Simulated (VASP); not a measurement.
Input of a VASP 6.6.1 run:

The input POSCAR:

```
AlN
1.0
    0.0000000000      2.0289627935      2.0289627935
    2.0289627935      0.0000000000      2.0289627935
    2.0289627935      2.0289627935      0.0000000000
Al N
1 1
Direct
    0.0000000000      0.0000000000      0.0000000000
    0.5000000000      0.5000000000      0.5000000000
```

INCAR.step1

```
ALGO = Normal ; EDIFF = 1E-4
ENCUT = 520 ; GGA = PE
ISMEAR = 0 ; LASPH = T
LCHARG = F ; LREAL = F
LWAVE = T ; NBANDS = 11
NELM = 100 ; PREC = Accurate
SIGMA = 0.01
```

The input INCAR.step2:

```
ALGO = Normal ; EDIFF = 1E-7
ENCUT = 520 ; ISIF = 2
ISMEAR = 0 ; ISTART = 1
LASPH = T ; LCHARG = F
LMIXTAU = T ; LREAL = F
LWAVE = F ; METAGGA = R2SCAN
NBANDS = 11 ; NELM = 100
PREC = Accurate ; SIGMA = 0.01
```

KPOINTS

```
k-points
0
Gamma
  10 10 10
```

Potentials or basis: VASP PAW PBE potentials, release 64 (Al, N).

Launch:

```bash
$ cat potpaw_PBE.64/Al/POTCAR potpaw_PBE.64/N/POTCAR > POTCAR
$ cp INCAR.step1 INCAR
$ mpirun -np 1 vasp_std > vasp.out
$ cp INCAR.step2 INCAR
$ mpirun -np 1 vasp_std > vasp.out
```

Task: Estimate the pressure.

Result: -4.8 GPa.

Task: Predict the band gap on the k mesh.

Result: 5.38 eV, indirect (least direct gap 6.35 eV).

Caveat: the cell differs from its parent crystal (strain +0.5%); the PAW data sets were made with another functional, which shifts forces and pressure a little. A k mesh can miss the band edges.
